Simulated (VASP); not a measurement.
# MoS2 (P6_3/mmc) in VASP: a series of runs

Aim: see how the results for MoS2 move with the level of theory and the settings. Levels: PBE0, PBE+D3(BJ). Tasks: single point, relaxation of cell and atoms.

Program: VASP 6.6.1. These are calculated values, not measurements. Logs are shortened: lines on timing, memory, paths and dates and some standing lists are left out, and cuts for length are marked.

### Step 1. The cell of the first run

It takes space group P6_3/mmc (No. 194, hexagonal). The conventional cell has a = 3.173 Å, b = 3.173 Å, c = 12.436 Å, α = 90.00°, β = 90.00°, γ = 120.00°. Within 3.2 Å of Mo (site symmetry -6m2) lie 6 S at 2.40 Å and 6 Mo at 3.17 Å. Within 3.2 Å of S (site symmetry 3m) lie 3 Mo at 2.40 Å and 7 S at 3.11 to 3.17 Å.

### Step 2. Single point, PBE0

Contents of POSCAR:

```
MoS2
1.0
    3.1730199293      0.0000000000      0.0000000000
   -1.5865099647      2.7479158655      0.0000000000
    0.0000000000      0.0000000000     12.4358959592
Mo S
2 4
Direct
    0.3333333333      0.6666666667      0.2500000000
    0.6666666667      0.3333333333      0.7500000000
    0.6666666667      0.3333333333      0.3750995322
    0.6666666667      0.3333333333      0.1249004678
    0.3333333333      0.6666666667      0.8750995322
    0.3333333333      0.6666666667      0.6249004678
```

Contents of INCAR.step1:

```
SYSTEM = MoS2
  PREC = Accurate
  ENCUT = 520
  EDIFF = 1E-5
  ISMEAR = 0
  SIGMA = 0.01
  LREAL = .False.
  LASPH = .True.
  NELM = 80
  ALGO = Normal
  ISIF = 2
  LWAVE = .True.
  LCHARG = .False.
  GGA = PE
  NBANDS = 35
  KPAR = 4
```

Contents of INCAR.step2:

```
SYSTEM = MoS2
  PREC = Accurate
  ENCUT = 520
  EDIFF = 1E-6
  ISMEAR = 0
  SIGMA = 0.01
  LREAL = .False.
  LASPH = .True.
  NELM = 80
  ALGO = Normal
  ISIF = 2
  LWAVE = .False.
  LCHARG = .False.
  GGA = PE
  LHFCALC = .True.
  AEXX = 0.25
  PRECFOCK = Fast
  ISTART = 1
  NBANDS = 35
  KPAR = 4
```

Contents of KPOINTS:

```
regular mesh
0
Gamma
  6 6 2
  0 0 0
```

Potentials or basis: VASP PAW PBE potentials, release 64 (Mo_sv, S).

The run is started by

```
> cat potpaw_PBE.64/Mo_sv/POTCAR potpaw_PBE.64/S/POTCAR > POTCAR
> cp INCAR.step1 INCAR
> mpirun -np 4 vasp_std > vasp.out
> cp INCAR.step2 INCAR
> mpirun -np 4 vasp_std > vasp.out
```

OUTCAR:

```text
SYSTEM = MoS2
   PREC = Accurate
   ENCUT = 520
   EDIFF = 1E-6
   ISMEAR = 0
   LREAL = .False.
   LASPH = .True.
   NELM = 80
   ISIF = 2
   GGA = PE
   LHFCALC = .True.
   AEXX = 0.25
   PRECFOCK = Fast
   ISTART = 1

 ion  position               nearest neighbor table
   1  0.333  0.667  0.250-   3 2.40   4 2.40   3 2.40   4 2.40   3 2.40   4 2.40
   2  0.667  0.333  0.750-   5 2.40   6 2.40   5 2.40   6 2.40   5 2.40   6 2.40
   3  0.667  0.333  0.375-   1 2.40   1 2.40   1 2.40
   4  0.667  0.333  0.125-   1 2.40   1 2.40   1 2.40
   5  0.333  0.667  0.875-   2 2.40   2 2.40   2 2.40
   6  0.333  0.667  0.625-   2 2.40   2 2.40   2 2.40

  LATTYP: Found a hexagonal cell.
 ALAT       =     3.1730199293
 C/A-ratio  =     3.9192618503

  Lattice vectors:

 A1 = (   3.1730199293,   0.0000000000,   0.0000000000)
 A2 = (  -1.5865099647,   2.7479158655,   0.0000000000)
 A3 = (   0.0000000000,   0.0000000000,  12.4358959592)

Analysis of symmetry for initial positions (statically):
=====================================================================
 Subroutine PRICEL returns:
 Original cell was already a primitive cell.

 Routine SETGRP: Setting up the symmetry group for a
 hexagonal supercell.

 Subroutine GETGRP returns: Found 24 space group operations
 (whereof 12 operations were pure point group operations)
 out of a pool of 24 trial point group operations.

The static configuration has the point symmetry D_3d.
 The point group associated with its full space group is D_6h.

Analysis of symmetry for dynamics (positions and initial velocities):
=====================================================================
 Subroutine PRICEL returns:
 Original cell was already a primitive cell.

 Routine SETGRP: Setting up the symmetry group for a
 hexagonal supercell.

 Subroutine GETGRP returns: Found 24 space group operations
 (whereof 12 operations were pure point group operations)
 out of a pool of 24 trial point group operations.

The dynamic configuration has the point symmetry D_3d.
 The point group associated with its full space group is D_6h.

 Subroutine INISYM returns: Found 24 space group operations
 (whereof 12 operations are pure point group operations),
 and found     1 'primitive' translations

----------------------------------------------------------------------------------------

                                     Primitive cell

  volume of cell :     108.4310

  direct lattice vectors                    reciprocal lattice vectors
     3.173019929  0.000000000  0.000000000     0.315157176  0.181956080  0.000000000
    -1.586509965  2.747915865  0.000000000     0.000000000  0.363912161  0.000000000
     0.000000000  0.000000000 12.435895959     0.000000000  0.000000000  0.080412381

  length of vectors
     3.173019929  3.173019929 12.435895959     0.363912161  0.363912161  0.080412381

  position of ions in fractional coordinates (direct lattice)
     0.333333333  0.666666667  0.250000000
     0.666666667  0.333333333  0.750000000
     0.666666667  0.333333333  0.375099532
     0.666666667  0.333333333  0.124900468
     0.333333333  0.666666667  0.875099532
     0.333333333  0.666666667  0.624900468

  ion indices of the primitive-cell ions
   primitive index   ion index
                 1           1
                 2           2
                 3           3
                 4           4
                 5           5
                 6           6

----------------------------------------------------------------------------------------

 KPOINTS: regular mesh

Automatic generation of k-mesh.
 Grid dimensions read from file:
 generate k-points for:    6    6    2

 Generating k-lattice:

  Cartesian coordinates                     Fractional coordinates (reciprocal lattice)
     0.052526196  0.030326013  0.000000000     0.166666667  0.000000000  0.000000000
     0.000000000  0.060652027  0.000000000     0.000000000  0.166666667  0.000000000
     0.000000000  0.000000000  0.040206190     0.000000000  0.000000000  0.500000000

  Length of vectors
     0.060652027  0.060652027  0.040206190

  Shift w.r.t. Gamma in fractional coordinates (k-lattice)
     0.000000000  0.000000000  0.000000000

 Subroutine IBZKPT returns following result:
 ===========================================

 Found     14 irreducible k-points:

 Following reciprocal coordinates:
            Coordinates               Weight
  0.000000  0.000000  0.000000      1.000000
  0.166667  0.000000  0.000000      6.000000
  0.333333  0.000000  0.000000      6.000000
  0.500000  0.000000  0.000000      3.000000
  0.166667  0.166667  0.000000      6.000000
  0.333333  0.166667  0.000000     12.000000
  0.333333  0.333333  0.000000      2.000000
  0.000000  0.000000  0.500000      1.000000
  0.166667  0.000000  0.500000      6.000000
  0.333333  0.000000  0.500000      6.000000
  0.500000  0.000000  0.500000      3.000000
  0.166667  0.166667  0.500000      6.000000
  0.333333  0.166667  0.500000     12.000000
  0.333333  0.333333  0.500000      2.000000
   k-points           NKPTS =     14   k-points in BZ     NKDIM =     72   number of bands    NBANDS=     35
   number of dos      NEDOS =    301   number of ions     NIONS =      6
   total plane-waves  NPLWV =  55296
   dimension x,y,z NGX =    24 NGY =   24 NGZ =   96
   dimension x,y,z NGXF=    48 NGYF=   48 NGZF=  192
   ions per type =               2   4
   NGX,Y,Z   is equivalent  to a cutoff of  12.57, 12.57, 12.83 a.u.
   NGXF,Y,Z  is equivalent  to a cutoff of  25.15, 25.15, 25.67 a.u.
 SYSTEM =  MoS2
   PREC   = accura    normal or accurate (medium, high low for compatibility)
   ISTART =      1    job   : 0-new  1-cont  2-samecut
   ICHARG =      0    charge: 1-file 2-atom 10-const
   ISPIN  =      1    spin polarized calculation?
   LNONCOLLINEAR =      F non collinear calculations
   LSORBIT =      F    spin-orbit coupling
   LASPH  =      T    aspherical Exc in radial PAW
   ENCUT  =  520.0 eV  38.22 Ry    6.18 a.u.   5.90  5.90 23.12*2*pi/ulx,y,z
   NELM   =     80;   NELMIN=  2; NELMDL=  0     # of ELM steps
   EDIFF  = 0.1E-05   stopping-criterion for ELM
   LREAL  =      F    real-space projection
   EDIFFG = 0.1E-04   stopping-criterion for IOM
   NSW    =      0    number of steps for IOM
   IBRION =     -1    ionic relax: 0-MD 1-quasi-New 2-CG
   NFREE  =      0    steps in history (QN), initial steepest desc. (CG)
   ISIF   =      2    stress and relaxation
   ISYM   =      3    0-nonsym 1-usesym 2-fastsym
   POTIM  = 0.5000    time-step for ionic-motion
   TEBEG  =    0.0;   TEEND  =   0.0 temperature during run
   PSTRESS=    0.0 pullay stress
   NELECT =      52.0000    total number of electrons
   NUPDOWN=      -1.0000    fix difference up-down
   EMIN   =  10.00;   EMAX   =-10.00  energy-range for DOS
   EFERMI =   0.00;   METHOD = LEGACY
   ISMEAR =     0;   SIGMA  =   0.01  broadening in eV -4-tet -1-fermi 0-gaus
   EFERMI_NEDOS =   21; number of points for ismear=-14 and -15
   IALGO  =     38    algorithm
   IMIX   =      1    mixing-type and parameters
     AMIX     =   0.40;   BMIX     =  1.00
     AMIX_MAG =   1.60;   BMIX_MAG =  1.00
  volume/ion in A,a.u.               =      18.07       121.95
  Fermi-wavevector in a.u.,A,eV,Ry     =   1.281420  2.421533 22.341274  1.642037
  Thomas-Fermi vector in A             =   2.413791
   LORBIT       =      0    0 simple, 1 ext, 2 COOP (PROOUT), +10 PAW based schemes
   GGA     = PE    functional components
   LHFCALC =     T    Hartree Fock is set to
   PRECFOCK=fast      Normal, Fast or Accurate (Low or Medium for compatibility)
   ENCUT4O =  -1.0   cutoff for four orbital integrals eV
   NKREDX  =     1    reduce k-point grid by
   NKREDY  =     1    reduce k-point grid by
   NKREDZ  =     1    reduce k-point grid by
   AEXX    =    0.2500 exact exchange contribution
   HFSCREEN=    0.0000 screening length (either q_TF or 0.3 A-1)
   HFSCREENC=   0.0000 screening length for correlation (either q_TF or 0.3 A-1)
   ENCUTFOCK=  -1.0 apply spherical cutoff to Coloumb kernel
   IVDW    =     0    specifies the selected vdW correction
   LEPSILON=     F    determine dielectric tensor
   LRPA    =     F    only Hartree local field effects (RPA)
 non-spin polarized calculation
 Gauss-broadening in eV      SIGMA  =   0.01
  energy-cutoff  :      520.00
  volume of cell :      108.43
 maximum number of plane-waves:      2944
 NGX is ok and might be reduce to    24
  NGX = 14; NGY = 14; NGZ = 54

 number of electron      51.9999999 magnetization

 Free energy of the ion-electron system (eV)
  ---------------------------------------------------
  ext. energy  EPLUGINS =         0.00000000
  ---------------------------------------------------
  free energy    TOTEN  =       -56.78994578 eV

  energy without entropy =      -56.78994578  energy(sigma->0) =      -56.78994578

 E-fermi :   6.7547     XC(G=0):  -8.4616

 val. band max:        6.5966852498   @ k =   0.0000   0.0000   0.0000
 cond. band min:       8.7815239700   @ k =   0.3333   0.3333   0.0000
 fundamental gap:      2.1848387202
 Fermi energy:         6.7547195400

 k-point     1 :       0.0000    0.0000    0.0000
  band No.  band energies     occupation
      1     -59.0412      2.00000
      2     -59.0412      2.00000
      3     -31.7624      2.00000
      4     -31.7623      2.00000
      5     -31.5084      2.00000
      6     -31.5084      2.00000
[... 27 lines left out ...]
     34      10.5128      0.00000
     35      13.7087      0.00000

 k-point     2 :       0.1667    0.0000    0.0000
  band No.  band energies     occupation
      1     -59.0295      2.00000
      2     -59.0295      2.00000
      3     -31.7392      2.00000
      4     -31.7390      2.00000
      5     -31.6275      2.00000
      6     -31.6275      2.00000
[... 27 lines left out ...]
     34      10.9140      0.00000
     35      15.3059      0.00000

 k-point     3 :       0.3333    0.0000    0.0000
  band No.  band energies     occupation
      1     -59.0060      2.00000
      2     -59.0060      2.00000
      3     -31.8600      2.00000
      4     -31.8598      2.00000
      5     -31.6919      2.00000
      6     -31.6916      2.00000
[... 27 lines left out ...]
     34      11.8594      0.00000
     35      14.9996      0.00000

 k-point     4 :       0.5000    0.0000    0.0000
  band No.  band energies     occupation
      1     -58.9942      2.00000
      2     -58.9942      2.00000
      3     -31.9738      2.00000
      4     -31.9735      2.00000
      5     -31.6681      2.00000
      6     -31.6677      2.00000
[... 27 lines left out ...]
     34      12.1573      0.00000
     35      13.5181      0.00000

 k-point     5 :       0.1667    0.1667    0.0000
  band No.  band energies     occupation
      1     -59.0119      2.00000
      2     -59.0119      2.00000
      3     -31.7804      2.00000
      4     -31.7803      2.00000
      5     -31.7040      2.00000
      6     -31.7037      2.00000
[... 258 lines left out ...]
 k-point    12 :       0.1667    0.1667    0.5000
  band No.  band energies     occupation
      1     -59.0119      2.00000
      2     -59.0119      2.00000
      3     -31.7804      2.00000
      4     -31.7804      2.00000
      5     -31.7038      2.00000
      6     -31.7038      2.00000
[... 27 lines left out ...]
     34      11.8505      0.00000
     35      16.3122      0.00000

 k-point    13 :       0.3333    0.1667    0.5000
  band No.  band energies     occupation
      1     -58.9943      2.00000
      2     -58.9943      2.00000
      3     -31.9146      2.00000
      4     -31.9146      2.00000
      5     -31.6771      2.00000
      6     -31.6771      2.00000
[... 27 lines left out ...]
     34      12.1025      0.00000
     35      14.8376      0.00000

 k-point    14 :       0.3333    0.3333    0.5000
  band No.  band energies     occupation
      1     -58.9884      2.00000
      2     -58.9884      2.00000
      3     -31.8497      2.00000
      4     -31.8497      2.00000
      5     -31.8135      2.00000
      6     -31.8135      2.00000
[... 27 lines left out ...]
     34      12.5455      0.00000
     35      14.8790      0.00000

------------------------ aborting loop because EDIFF is reached ----------------------------------------

  FORCE on cell =-STRESS in cart. coord.  units (eV):
  Direction    XX          YY          ZZ          XY          YZ          ZX
  --------------------------------------------------------------------------------------
  -------------------------------------------------------------------------------------
  Total       -2.1147771     -2.1147771     -1.2442889      0.0000000     -0.0000000      0.0000000
  in kB      -31.2479750    -31.2479750    -18.3856287      0.0000000     -0.0000000      0.0000000
  external PRESSURE =     -26.9605262 kB  Pullay stress =       0.0000000 kB

 VOLUME and BASIS-vectors are now :
 -----------------------------------------------------------------------------
  energy-cutoff  :      520.00
  volume of cell :      108.43
      direct lattice vectors                 reciprocal lattice vectors
     3.173019929  0.000000000  0.000000000     0.315157176  0.181956080  0.000000000
    -1.586509965  2.747915865  0.000000000     0.000000000  0.363912161  0.000000000
     0.000000000  0.000000000 12.435895959     0.000000000  0.000000000  0.080412381

 POSITION                                       TOTAL-FORCE (eV/Angst)
 -----------------------------------------------------------------------------------
     -0.00000      1.83194      3.10897         0.000000     -0.000000     -0.000000
      1.58651      0.91597      9.32692        -0.000000      0.000000     -0.000000
      1.58651      0.91597      4.66470         0.000000     -0.000000     -0.420422
      1.58651      0.91597      1.55325        -0.000000     -0.000000      0.420422
     -0.00000      1.83194     10.88265        -0.000000      0.000000     -0.420422
     -0.00000      1.83194      7.77120        -0.000000      0.000000      0.420422
 -----------------------------------------------------------------------------------
    total drift:                                0.000000      0.000000      0.000000

  FREE ENERGIE OF THE ION-ELECTRON SYSTEM (eV)
  ---------------------------------------------------
  free  energy   TOTEN  =       -56.7899457798 eV

  energy  without entropy=      -56.7899457798  energy(sigma->0) =      -56.78994578
```

Wall time 21 min (4 MPI ranks of Intel Xeon Platinum 8559C (Emerald Rapids), shared host); peak memory 0.27 GiB.

What came out:

- Free energy: -56.7899 eV
- Pressure: -2.7 GPa
- Largest force: 0.420 eV/Å
- Band gap on the k mesh: 2.18 eV (least direct gap 2.79 eV)

Forces in eV/Å, atoms in the order of the input:
```
Mo   0.000  0.000  0.000
Mo   0.000  0.000  0.000
S    0.000  0.000 -0.420
S    0.000  0.000  0.420
S    0.000  0.000 -0.420
S    0.000  0.000  0.420
```

Caveat: the PAW data sets were made with another functional, which shifts forces and pressure a little; this functional lacks dispersion, which binds layers or chains, so the pressure and a relaxed spacing across them are unreliable. A k mesh can miss the band edges.

(Part 1 of 2 ends here.)
